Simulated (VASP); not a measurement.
# ZnCu (R-3m) in VASP: a series of runs

Runs on ZnCu. Level: PBEsol. Tasks: single point.

Everything below comes from runs of VASP 6.6.1. Logs are shortened: lines on timing, memory, paths and dates and some standing lists are left out, and cuts for length are marked.

## (1) The cell of the first run

Symmetry: R-3m, No. 166, trigonal system. Conventional cell: a = 3.145 Å, b = 3.145 Å, c = 8.609 Å, α = 90.00°, β = 90.00°, γ = 120.00°. Within 3.2 Å of Zn (site symmetry -3m) lie 6 Cu at 2.31 Å and 6 Zn at 3.15 Å. Within 3.2 Å of Cu (site symmetry -3m) lie 6 Zn at 2.31 Å and 6 Cu at 3.15 Å.

## (2) Single point, PBEsol (12.29 Å³/atom)

The input, INCAR:

```
SYSTEM = ZnCu
PREC = Accurate ; ENCUT = 520
EDIFF = 1E-6 ; ISMEAR = 0
SIGMA = 0.15 ; LREAL = .False.
LASPH = .True. ; NELM = 80
ALGO = Fast ; ISIF = 2
LWAVE = .False. ; LCHARG = .False.
GGA = PS ; NBANDS = 18
```

The input, KPOINTS:

```
Automatic mesh
0
Gamma
  18 18 18
  0 0 0
```

The input, POSCAR:

```
ZnCu
1.0
    3.1395012033      0.9155334087      0.9155334087
    0.9155334087      3.1395012033      0.9155334087
    0.9155334087      0.9155334087      3.1395012033
Zn Cu
1 1
Direct
    0.5000000000      0.5000000000      0.5000000000
    0.0000000000      0.0000000000      0.0000000000
```

Potentials or basis: VASP PAW PBE potentials, release 64 (Zn, Cu).

Started as:

```sh
$ cat potpaw_PBE.64/Zn/POTCAR potpaw_PBE.64/Cu/POTCAR > POTCAR
$ mpirun -np 1 vasp_std > vasp.out
```

OUTCAR:

```text
SYSTEM = ZnCu
   PREC = Accurate
   ENCUT = 520
   EDIFF = 1E-6
   ISMEAR = 0
   LREAL = .False.
   LASPH = .True.
   NELM = 80
   ISIF = 2
   GGA = PS

 ion  position               nearest neighbor table
   1  0.500  0.500  0.500-   2 2.31   2 2.31   2 2.31   2 2.31   2 2.31   2 2.31
   2  0.000  0.000  0.000-   1 2.31   1 2.31   1 2.31   1 2.31   1 2.31   1 2.31

  LATTYP: Found a trigonal (rhomboedric) cell.
 ALAT       =     3.3960080463
 COS(alpha) =     0.5711360249

  Lattice vectors:

 A1 = (   3.1395012033,   0.9155334087,   0.9155334087)
 A2 = (   0.9155334087,   3.1395012033,   0.9155334087)
 A3 = (   0.9155334087,   0.9155334087,   3.1395012033)

Analysis of symmetry for initial positions (statically):
=====================================================================
 Subroutine PRICEL returns:
 Original cell was already a primitive cell.

 Routine SETGRP: Setting up the symmetry group for a
 trigonal (rhombohedral) supercell.

 Subroutine GETGRP returns: Found 12 space group operations
 (whereof 12 operations were pure point group operations)
 out of a pool of 12 trial point group operations.

The static configuration has the point symmetry D_3d.

Analysis of symmetry for dynamics (positions and initial velocities):
=====================================================================
 Subroutine PRICEL returns:
 Original cell was already a primitive cell.

 Routine SETGRP: Setting up the symmetry group for a
 trigonal (rhombohedral) supercell.

 Subroutine GETGRP returns: Found 12 space group operations
 (whereof 12 operations were pure point group operations)
 out of a pool of 12 trial point group operations.

The dynamic configuration has the point symmetry D_3d.

 Subroutine INISYM returns: Found 12 space group operations
 (whereof 12 operations are pure point group operations),
 and found     1 'primitive' translations

----------------------------------------------------------------------------------------

                                     Primitive cell

  volume of cell :      24.5846

  direct lattice vectors                    reciprocal lattice vectors
     3.139501203  0.915533409  0.915533409     0.366825949 -0.082820850 -0.082820850
     0.915533409  3.139501203  0.915533409    -0.082820850  0.366825949 -0.082820850
     0.915533409  0.915533409  3.139501203    -0.082820850 -0.082820850  0.366825949

  length of vectors
     3.396008046  3.396008046  3.396008046     0.385071245  0.385071245  0.385071245

  position of ions in fractional coordinates (direct lattice)
     0.500000000  0.500000000  0.500000000
     0.000000000  0.000000000  0.000000000

  ion indices of the primitive-cell ions
   primitive index   ion index
                 1           1
                 2           2

----------------------------------------------------------------------------------------

 KPOINTS: Automatic mesh

Automatic generation of k-mesh.
 Grid dimensions read from file:
 generate k-points for:   18   18   18

 Generating k-lattice:

  Cartesian coordinates                     Fractional coordinates (reciprocal lattice)
     0.020379219 -0.004601158 -0.004601158     0.055555556 -0.000000000  0.000000000
    -0.004601158  0.020379219 -0.004601158    -0.000000000  0.055555556  0.000000000
    -0.004601158 -0.004601158  0.020379219     0.000000000  0.000000000  0.055555556

  Length of vectors
     0.021392847  0.021392847  0.021392847

  Shift w.r.t. Gamma in fractional coordinates (k-lattice)
     0.000000000  0.000000000  0.000000000

 Subroutine IBZKPT returns following result:
 ===========================================

 Found    580 irreducible k-points:

 Following reciprocal coordinates:
            Coordinates               Weight
  0.000000  0.000000  0.000000      1.000000
  0.055556 -0.000000  0.000000      6.000000
  0.111111 -0.000000  0.000000      6.000000
  0.166667 -0.000000 -0.000000      6.000000
  0.222222 -0.000000 -0.000000      6.000000
  0.277778 -0.000000 -0.000000      6.000000
[... 16 lines left out ...]
 -0.277778  0.055556  0.000000     12.000000
 -0.222222  0.055556  0.000000     12.000000
 [... further k-points ...]
   k-points           NKPTS =    580   k-points in BZ     NKDIM =    580   number of bands    NBANDS=     18
   number of dos      NEDOS =    301   number of ions     NIONS =      2
   total plane-waves  NPLWV =  21952
   dimension x,y,z NGX =    28 NGY =   28 NGZ =   28
   dimension x,y,z NGXF=    56 NGYF=   56 NGZF=   56
   ions per type =               1   1
   NGX,Y,Z   is equivalent  to a cutoff of  13.71, 13.71, 13.71 a.u.
   NGXF,Y,Z  is equivalent  to a cutoff of  27.41, 27.41, 27.41 a.u.
 SYSTEM =  ZnCu
   PREC   = accura    normal or accurate (medium, high low for compatibility)
   ISTART =      0    job   : 0-new  1-cont  2-samecut
   ICHARG =      2    charge: 1-file 2-atom 10-const
   ISPIN  =      1    spin polarized calculation?
   LNONCOLLINEAR =      F non collinear calculations
   LSORBIT =      F    spin-orbit coupling
   LASPH  =      T    aspherical Exc in radial PAW
   ENCUT  =  520.0 eV  38.22 Ry    6.18 a.u.   6.31  6.31  6.31*2*pi/ulx,y,z
   NELM   =     80;   NELMIN=  2; NELMDL= -5     # of ELM steps
   EDIFF  = 0.1E-05   stopping-criterion for ELM
   LREAL  =      F    real-space projection
   EDIFFG = 0.1E-04   stopping-criterion for IOM
   NSW    =      0    number of steps for IOM
   IBRION =     -1    ionic relax: 0-MD 1-quasi-New 2-CG
   NFREE  =      0    steps in history (QN), initial steepest desc. (CG)
   ISIF   =      2    stress and relaxation
   ISYM   =      2    0-nonsym 1-usesym 2-fastsym
   POTIM  = 0.5000    time-step for ionic-motion
   TEBEG  =    0.0;   TEEND  =   0.0 temperature during run
   PSTRESS=    0.0 pullay stress
   NELECT =      23.0000    total number of electrons
   NUPDOWN=      -1.0000    fix difference up-down
   EMIN   =  10.00;   EMAX   =-10.00  energy-range for DOS
   EFERMI =   0.00;   METHOD = LEGACY
   ISMEAR =     0;   SIGMA  =   0.15  broadening in eV -4-tet -1-fermi 0-gaus
   EFERMI_NEDOS =   21; number of points for ismear=-14 and -15
   IALGO  =     68    algorithm
   IMIX   =      4    mixing-type and parameters
     AMIX     =   0.40;   BMIX     =  1.00
     AMIX_MAG =   1.60;   BMIX_MAG =  1.00
  volume/ion in A,a.u.               =      12.29        82.95
  Fermi-wavevector in a.u.,A,eV,Ry     =   1.601142  3.025719 34.880641  2.563655
  Thomas-Fermi vector in A             =   2.698167
   LORBIT       =      0    0 simple, 1 ext, 2 COOP (PROOUT), +10 PAW based schemes
   GGA     = PS    functional components
   LHFCALC =     F    Hartree Fock is set to
   AEXX    =    0.0000 exact exchange contribution
   IVDW    =     0    specifies the selected vdW correction
   LEPSILON=     F    determine dielectric tensor
   LRPA    =     F    only Hartree local field effects (RPA)
 non-spin polarized calculation
 RMM-DIIS sequential band-by-band and
 Gauss-broadening in eV      SIGMA  =   0.15
  energy-cutoff  :      520.00
  volume of cell :       24.58
 maximum number of plane-waves:       677
 NGX is ok and might be reduce to    28
   NGX = 13   NGY = 13   NGZ = 13

 number of electron      23.0000006 magnetization

 Free energy of the ion-electron system (eV)
  ---------------------------------------------------
  ext. energy  EPLUGINS =         0.00000000
  ---------------------------------------------------
  free energy    TOTEN  =        -5.01843588 eV

  energy without entropy =       -5.01148839  energy(sigma->0) =       -5.01496213

 E-fermi :   6.0356     XC(G=0): -12.7146

 val. band max:        6.0255030287   @ k =  -0.3889  -0.4444   0.1111
 cond. band min:       6.0400253574   @ k =  -0.3889  -0.3889   0.1667
 fundamental gap:      0.0145223287
 Fermi energy:         6.0356174246

 k-point     1 :       0.0000    0.0000    0.0000
  band No.  band energies     occupation
      1      -4.9137      2.00000
      2      -2.3118      2.00000
      3      -2.3118      2.00000
      4      -2.2662      2.00000
      5      -2.0484      2.00000
      6      -2.0484      2.00000
[... 10 lines left out ...]
     17      21.1927      0.00000
     18      21.1927      0.00000

 k-point     2 :       0.0556   -0.0000    0.0000
  band No.  band energies     occupation
      1      -4.8417      2.00000
      2      -2.3061      2.00000
      3      -2.3011      2.00000
      4      -2.2532      2.00000
      5      -2.0504      2.00000
      6      -2.0382      2.00000
[... 10 lines left out ...]
     17      21.3852      0.00000
     18      22.0174      0.00000

 k-point     3 :       0.1111   -0.0000    0.0000
  band No.  band energies     occupation
      1      -4.6271      2.00000
      2      -2.2914      2.00000
      3      -2.2707      2.00000
      4      -2.2140      2.00000
      5      -2.0545      2.00000
      6      -2.0076      2.00000
[... 10 lines left out ...]
     17      21.4135      0.00000
     18      21.5861      0.00000

 k-point     4 :       0.1667   -0.0000   -0.0000
  band No.  band energies     occupation
      1      -4.2754      2.00000
      2      -2.2706      2.00000
      3      -2.2253      2.00000
      4      -2.1528      2.00000
      5      -2.0531      2.00000
      6      -1.9572      2.00000
[... 375 lines left out ...]
      4      -1.8759      2.00000
      5      -1.7631      2.00000
      6      -1.4588      2.00000
[... 10 lines left out ...]
     17      18.3689      0.00000
     18      20.8179      0.00000

 k-point    23 :      -0.2778    0.0556    0.0000
  band No.  band energies     occupation
      1      -2.9957      2.00000
      2      -2.1932      2.00000
      3      -2.1158      2.00000
      4      -2.0098      2.00000
      5      -1.9012      2.00000
      6      -1.7115      2.00000
[... 10 lines left out ...]
     17      18.3708      0.00000
     18      20.8489      0.00000

 k-point    24 :      -0.2222    0.0556    0.0000
  band No.  band energies     occupation
      1      -3.5522      2.00000
      2      -2.2207      2.00000
      3      -2.1630      2.00000
      4      -2.0736      2.00000
      5      -2.0097      2.00000
      6      -1.8246      2.00000
[... 10 lines left out ...]
     17      18.7994      0.00000
     18      19.8698      0.00000

 [... further k-points ...]

------------------------ aborting loop because EDIFF is reached ----------------------------------------

  FORCE on cell =-STRESS in cart. coord.  units (eV):
  Direction    XX          YY          ZZ          XY          YZ          ZX
  --------------------------------------------------------------------------------------
  -------------------------------------------------------------------------------------
  Total        3.1881202      3.1881202      3.1881202      0.5060401      0.5060401      0.5060401
  in kB      207.7697241    207.7697241    207.7697241     32.9786214     32.9786214     32.9786214
  external PRESSURE =     207.7697241 kB  Pullay stress =       0.0000000 kB

 VOLUME and BASIS-vectors are now :
 -----------------------------------------------------------------------------
  energy-cutoff  :      520.00
  volume of cell :       24.58
      direct lattice vectors                 reciprocal lattice vectors
     3.139501203  0.915533409  0.915533409     0.366825949 -0.082820850 -0.082820850
     0.915533409  3.139501203  0.915533409    -0.082820850  0.366825949 -0.082820850
     0.915533409  0.915533409  3.139501203    -0.082820850 -0.082820850  0.366825949

 POSITION                                       TOTAL-FORCE (eV/Angst)
 -----------------------------------------------------------------------------------
      2.48528      2.48528      2.48528         0.000000     -0.000000      0.000000
      0.00000      0.00000      0.00000        -0.000000      0.000000     -0.000000
 -----------------------------------------------------------------------------------
    total drift:                                0.000000      0.000000      0.000000

  FREE ENERGIE OF THE ION-ELECTRON SYSTEM (eV)
  ---------------------------------------------------
  free  energy   TOTEN  =        -5.0184358786 eV

  energy  without entropy=       -5.0114883868  energy(sigma->0) =       -5.01496213
```

Run time: 16 min. Hardware: 1 thread of Intel Xeon 8259CL, shared host; peak memory 0.38 GiB.

Results:

| Quantity | Value |
| --- | --- |
| Free energy | -5.0184 eV |
| Pressure | 20.8 GPa |
| Band gap on the k mesh | zero (an odd number of electrons rules out a gap without spin polarisation) |

Stress tensor (GPa, compression positive):
```
20.78  3.30  3.30
 3.30 20.78  3.30
 3.30  3.30 20.78
```

Levels at points of the mesh, in eV from the Fermi level:
```csv
k point,band 8,band 9,band 10,band 11,band 12,band 13,band 14,band 15
"(0.00, 0.00, 0.00)",-3.64,-3.64,-3.27,-3.27,6.14,9.71,9.71,11.98
"(0.50, 0.00, 0.00)",-4.56,-4.29,-3.68,-3.43,-2.25,8.47,8.54,9.60
"(0.50, 0.50, 0.00)",-3.66,-3.43,-3.40,-3.19,-0.17,1.45,3.42,6.67
"(0.50, 0.50, 0.50)",-4.25,-4.25,-3.62,-3.62,-2.96,10.72,10.72,11.05
```

Caveat: the cell stands under pressure; the PAW data sets were made with another functional, which shifts forces and pressure a little.

(Continued in part 2 of 3.)
